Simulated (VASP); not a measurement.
# Ti3Al (sol) (P-6m2) in VASP: single point with PBEsol

Aim: the single point of Ti3Al (sol) with PBEsol.

All numbers are computed with VASP 6.6.1; they aren't measurements. Logs are shortened: lines on timing, memory, paths and dates and some standing lists are left out, and cuts for length are marked.

### 1 The cell of the first run

The structure is hexagonal, space group P-6m2 (No. 187). The conventional cell has a = 2.895 Å, b = 2.895 Å, c = 9.138 Å, α = 90.00°, β = 90.00°, γ = 120.00°. Ti (site symmetry -6m2) has 12 Ti at 2.82 to 2.90 Å within 3.7 Å. Ti (site symmetry 3m) has 9 Ti at 2.82 to 2.90 Å and 3 Al at 2.84 Å within 3.7 Å. Al (site symmetry -6m2) has 6 Ti at 2.84 Å and 6 Al at 2.90 Å within 3.7 Å.

### 2 Single point, PBEsol

File INCAR:

```
ALGO     = Fast           # electronic algorithm
EDIFF    = 1E-6           # SCF threshold, eV
ENCUT    = 520            # plane-wave cutoff, eV
GGA      = PS             # functional
ISIF     = 2              # what is computed and relaxed
ISMEAR   = 0              # smearing method
LASPH    = T              # aspherical terms in the spheres
LCHARG   = T              # write CHGCAR
LELF     = T              # ELF
LREAL    = F              # projectors in reciprocal space
LVHAR    = T            
LWAVE    = F              # write WAVECAR
NBANDS   = 28             # bands
NELM     = 100            # most SCF steps
PREC     = Accurate       # precision mode
SIGMA    = 0.1            # smearing width, eV
```

File KPOINTS:

```
k-points
0
Gamma
  18 18 6
```

File POSCAR:

```
Ti3Al
1.0
    2.8953889948      0.0000000000      0.0000000000
   -1.4476944974      2.5074804233      0.0000000000
    0.0000000000      0.0000000000      9.1383221247
Ti Al
3 1
Direct
    0.6666666667      0.3333333333      0.0000000000
    0.3333333333      0.6666666667      0.7511775950
    0.3333333333      0.6666666667      0.2488224050
    0.6666666667      0.3333333333      0.5000000000
```

Potentials or basis: VASP PAW PBE potentials, release 64 (Ti_sv, Al).

On the command line:

```
cat potpaw_PBE.64/Ti_sv/POTCAR potpaw_PBE.64/Al/POTCAR > POTCAR
mpirun -np 1 vasp_std > vasp.out
```

OUTCAR:

```text
EDIFF = 1E-6
   ENCUT = 520
   GGA = PS
   ISIF = 2
   ISMEAR = 0
   LASPH = T
   LREAL = F
   NELM = 100
   PREC = Accurate

 ion  position               nearest neighbor table
   1  0.667  0.333  0.000-   2 2.82   3 2.82   2 2.82   3 2.82   2 2.82   3 2.82
   2  0.333  0.667  0.751-   1 2.82   1 2.82   1 2.82   4 2.84   4 2.84   4 2.84
   3  0.333  0.667  0.249-   1 2.82   1 2.82   1 2.82   4 2.84   4 2.84   4 2.84
   4  0.667  0.333  0.500-   2 2.84   3 2.84   2 2.84   3 2.84   2 2.84   3 2.84

  LATTYP: Found a hexagonal cell.
 ALAT       =     2.8953889948
 C/A-ratio  =     3.1561638664

  Lattice vectors:

 A1 = (   2.8953889948,   0.0000000000,   0.0000000000)
 A2 = (  -1.4476944974,   2.5074804233,   0.0000000000)
 A3 = (   0.0000000000,   0.0000000000,   9.1383221247)

Analysis of symmetry for initial positions (statically):
=====================================================================
 Subroutine PRICEL returns:
 Original cell was already a primitive cell.

 Routine SETGRP: Setting up the symmetry group for a
 hexagonal supercell.

 Subroutine GETGRP returns: Found 12 space group operations
 (whereof 12 operations were pure point group operations)
 out of a pool of 24 trial point group operations.

The static configuration has the point symmetry D_3h.

Analysis of symmetry for dynamics (positions and initial velocities):
=====================================================================
 Subroutine PRICEL returns:
 Original cell was already a primitive cell.

 Routine SETGRP: Setting up the symmetry group for a
 hexagonal supercell.

 Subroutine GETGRP returns: Found 12 space group operations
 (whereof 12 operations were pure point group operations)
 out of a pool of 24 trial point group operations.

The dynamic configuration has the point symmetry D_3h.

 Subroutine INISYM returns: Found 12 space group operations
 (whereof 12 operations are pure point group operations),
 and found     1 'primitive' translations

----------------------------------------------------------------------------------------

                                     Primitive cell

  volume of cell :      66.3454

  direct lattice vectors                    reciprocal lattice vectors
     2.895388995  0.000000000  0.000000000     0.345376736  0.199403351  0.000000000
    -1.447694497  2.507480423  0.000000000     0.000000000  0.398806703  0.000000000
     0.000000000  0.000000000  9.138322125     0.000000000  0.000000000  0.109429279

  length of vectors
     2.895388995  2.895388995  9.138322125     0.398806703  0.398806703  0.109429279

  position of ions in fractional coordinates (direct lattice)
     0.666666667  0.333333333  0.000000000
     0.333333333  0.666666667  0.751177595
     0.333333333  0.666666667  0.248822405
     0.666666667  0.333333333  0.500000000

  ion indices of the primitive-cell ions
   primitive index   ion index
                 1           1
                 2           2
                 3           3
                 4           4

----------------------------------------------------------------------------------------

 KPOINTS: k-points

Automatic generation of k-mesh.
 Grid dimensions read from file:
 generate k-points for:   18   18    6

 Generating k-lattice:

  Cartesian coordinates                     Fractional coordinates (reciprocal lattice)
     0.019187596  0.011077964  0.000000000     0.055555556  0.000000000  0.000000000
     0.000000000  0.022155928  0.000000000     0.000000000  0.055555556  0.000000000
     0.000000000  0.000000000  0.018238213     0.000000000  0.000000000  0.166666667

  Length of vectors
     0.022155928  0.022155928  0.018238213

  Shift w.r.t. Gamma in fractional coordinates (k-lattice)
     0.000000000  0.000000000  0.000000000

 Subroutine IBZKPT returns following result:
 ===========================================

 Found    148 irreducible k-points:

 Following reciprocal coordinates:
            Coordinates               Weight
  0.000000  0.000000  0.000000      1.000000
  0.055556  0.000000  0.000000      6.000000
  0.111111  0.000000  0.000000      6.000000
  0.166667  0.000000  0.000000      6.000000
  0.222222  0.000000  0.000000      6.000000
  0.277778  0.000000  0.000000      6.000000
[... 16 lines left out ...]
  0.333333  0.111111  0.000000     12.000000
  0.388889  0.111111  0.000000     12.000000
 [... further k-points ...]
   k-points           NKPTS =    148   k-points in BZ     NKDIM =    148   number of bands    NBANDS=     28
   number of dos      NEDOS =    301   number of ions     NIONS =      4
   total plane-waves  NPLWV =  40320
   dimension x,y,z NGX =    24 NGY =   24 NGZ =   70
   dimension x,y,z NGXF=    48 NGYF=   48 NGZF=  140
   ions per type =               3   1
   NGX,Y,Z   is equivalent  to a cutoff of  13.78, 13.78, 12.73 a.u.
   NGXF,Y,Z  is equivalent  to a cutoff of  27.56, 27.56, 25.47 a.u.
 SYSTEM =  unknown system
   PREC   = accura    normal or accurate (medium, high low for compatibility)
   ISTART =      0    job   : 0-new  1-cont  2-samecut
   ICHARG =      2    charge: 1-file 2-atom 10-const
   ISPIN  =      1    spin polarized calculation?
   LNONCOLLINEAR =      F non collinear calculations
   LSORBIT =      F    spin-orbit coupling
   LASPH  =      T    aspherical Exc in radial PAW
   ENCUT  =  520.0 eV  38.22 Ry    6.18 a.u.   5.38  5.38 16.99*2*pi/ulx,y,z
   NELM   =    100;   NELMIN=  2; NELMDL= -5     # of ELM steps
   EDIFF  = 0.1E-05   stopping-criterion for ELM
   LREAL  =      F    real-space projection
   EDIFFG = 0.1E-04   stopping-criterion for IOM
   NSW    =      0    number of steps for IOM
   IBRION =     -1    ionic relax: 0-MD 1-quasi-New 2-CG
   NFREE  =      0    steps in history (QN), initial steepest desc. (CG)
   ISIF   =      2    stress and relaxation
   ISYM   =      2    0-nonsym 1-usesym 2-fastsym
   POTIM  = 0.5000    time-step for ionic-motion
   TEBEG  =    0.0;   TEEND  =   0.0 temperature during run
   PSTRESS=    0.0 pullay stress
   NELECT =      39.0000    total number of electrons
   NUPDOWN=      -1.0000    fix difference up-down
   EMIN   =  10.00;   EMAX   =-10.00  energy-range for DOS
   EFERMI =   0.00;   METHOD = LEGACY
   ISMEAR =     0;   SIGMA  =   0.10  broadening in eV -4-tet -1-fermi 0-gaus
   EFERMI_NEDOS =   21; number of points for ismear=-14 and -15
   IALGO  =     68    algorithm
   IMIX   =      4    mixing-type and parameters
     AMIX     =   0.40;   BMIX     =  1.00
     AMIX_MAG =   1.60;   BMIX_MAG =  1.00
  volume/ion in A,a.u.               =      16.59       111.93
  Fermi-wavevector in a.u.,A,eV,Ry     =   1.371385  2.591542 25.588433  1.880697
  Thomas-Fermi vector in A             =   2.497087
   LORBIT       =      0    0 simple, 1 ext, 2 COOP (PROOUT), +10 PAW based schemes
   GGA     = PS    functional components
   LHFCALC =     F    Hartree Fock is set to
   AEXX    =    0.0000 exact exchange contribution
   IVDW    =     0    specifies the selected vdW correction
   LEPSILON=     F    determine dielectric tensor
   LRPA    =     F    only Hartree local field effects (RPA)
 non-spin polarized calculation
 RMM-DIIS sequential band-by-band and
 Gauss-broadening in eV      SIGMA  =   0.10
  energy-cutoff  :      520.00
  volume of cell :       66.35
 maximum number of plane-waves:      1828
 NGX is ok and might be reduce to    24
   NGX = 11   NGY = 11   NGZ = 33

 number of electron      38.9999993 magnetization

 Free energy of the ion-electron system (eV)
  ---------------------------------------------------
  ext. energy  EPLUGINS =         0.00000000
  ---------------------------------------------------
  free energy    TOTEN  =       -29.63016628 eV

  energy without entropy =      -29.61188420  energy(sigma->0) =      -29.62102524

 E-fermi :   8.2021     XC(G=0): -11.4568

 val. band max:        8.2007180682   @ k =   0.1111   0.0556   0.0000
 cond. band min:       8.2087816864   @ k =   0.5000   0.0000   0.5000
 fundamental gap:      0.0080636182
 Fermi energy:         8.2020674484

 k-point     1 :       0.0000    0.0000    0.0000
  band No.  band energies     occupation
      1     -48.2321      2.00000
      2     -48.1740      2.00000
      3     -48.1077      2.00000
      4     -24.8846      2.00000
      5     -24.6019      2.00000
      6     -24.2784      2.00000
[... 20 lines left out ...]
     27      10.3769      0.00000
     28      11.0317      0.00000

 k-point     2 :       0.0556    0.0000    0.0000
  band No.  band energies     occupation
      1     -48.2287      2.00000
      2     -48.1714      2.00000
      3     -48.1059      2.00000
      4     -24.8788      2.00000
      5     -24.6019      2.00000
      6     -24.2874      2.00000
[... 20 lines left out ...]
     27      10.3438      0.00000
     28      10.9944      0.00000

 k-point     3 :       0.1111    0.0000    0.0000
  band No.  band energies     occupation
      1     -48.2187      2.00000
      2     -48.1639      2.00000
      3     -48.1009      2.00000
      4     -24.8619      2.00000
      5     -24.6034      2.00000
      6     -24.3194      2.00000
[... 20 lines left out ...]
     27      10.2679      0.00000
     28      10.9393      0.00000

 k-point     4 :       0.1667    0.0000    0.0000
  band No.  band energies     occupation
      1     -48.2033      2.00000
      2     -48.1524      2.00000
      3     -48.0935      2.00000
      4     -24.8360      2.00000
      5     -24.6107      2.00000
      6     -24.3780      2.00000
[... 578 lines left out ...]
     27      11.1356      0.00000
     28      11.2616      0.00000

 k-point    23 :       0.3333    0.1111    0.0000
  band No.  band energies     occupation
      1     -48.1171      2.00000
      2     -48.0944      2.00000
      3     -48.0637      2.00000
      4     -24.7812      2.00000
      5     -24.7774      2.00000
      6     -24.6534      2.00000
[... 20 lines left out ...]
     27      11.2360      0.00000
     28      11.4505      0.00000

 k-point    24 :       0.3889    0.1111    0.0000
  band No.  band energies     occupation
      1     -48.1040      2.00000
      2     -48.0873      2.00000
      3     -48.0625      2.00000
      4     -24.8164      2.00000
      5     -24.7986      2.00000
      6     -24.6871      2.00000
[... 20 lines left out ...]
     27      11.2799      0.00000
     28      11.6890      0.00000

 [... further k-points ...]
[... 5 lines left out ...]
  --------------------------------------------------------------------------------------
  -------------------------------------------------------------------------------------
  Total       -0.0658559     -0.0658559     -0.0336283      0.0000000     -0.0000000     -0.0000000
  in kB       -1.5903561     -1.5903561     -0.8120908      0.0000000     -0.0000000     -0.0000000
  external PRESSURE =      -1.3309344 kB  Pullay stress =       0.0000000 kB

 VOLUME and BASIS-vectors are now :
 -----------------------------------------------------------------------------
  energy-cutoff  :      520.00
  volume of cell :       66.35
      direct lattice vectors                 reciprocal lattice vectors
     2.895388995  0.000000000  0.000000000     0.345376736  0.199403351  0.000000000
    -1.447694497  2.507480423  0.000000000     0.000000000  0.398806703  0.000000000
     0.000000000  0.000000000  9.138322125     0.000000000  0.000000000  0.109429279

 POSITION                                       TOTAL-FORCE (eV/Angst)
 -----------------------------------------------------------------------------------
      1.44769      0.83583      0.00000         0.000000      0.000000      0.000000
     -0.00000      1.67165      6.86450         0.000000     -0.000000      0.013232
     -0.00000      1.67165      2.27382        -0.000000      0.000000     -0.013232
      1.44769      0.83583      4.56916         0.000000      0.000000      0.000000
 -----------------------------------------------------------------------------------
    total drift:                                0.000000     -0.000000      0.000000

  FREE ENERGIE OF THE ION-ELECTRON SYSTEM (eV)
  ---------------------------------------------------
  free  energy   TOTEN  =       -29.6301662817 eV

  energy  without entropy=      -29.6118841984  energy(sigma->0) =      -29.62102524
```

Run time: 8.8 min. Hardware: 1 thread of Intel Xeon Platinum 8488C (Sapphire Rapids), shared host; peak memory 0.36 GiB.

Results:

* Free energy: -29.6302 eV
* Pressure: -0.1 GPa
* Largest force: 0.013 eV/Å

Forces in eV/Å, atoms in the order of the input:
```
Ti   0.000  0.000  0.000
Ti   0.000  0.000  0.013
Ti   0.000  0.000 -0.013
Al   0.000  0.000  0.000
```

Levels at points of the mesh, in eV from the Fermi level:
```csv
k point,band 17,band 18,band 19,band 20,band 21,band 22,band 23,band 24
"(0.00, 0.00, 0.00)",-0.77,0.55,0.77,0.85,0.85,0.94,0.94,1.27
"(0.50, 0.00, 0.00)",-1.50,-1.26,-0.65,-0.36,0.92,1.06,1.19,1.80
"(0.00, 0.00, 0.50)",-1.05,0.49,0.81,0.85,0.85,0.94,0.94,1.28
"(0.50, 0.00, 0.50)",-1.58,-1.24,-0.96,0.01,0.88,0.93,1.11,1.93
```

Caveat: the PAW data sets were made with another functional, which shifts forces and pressure a little.
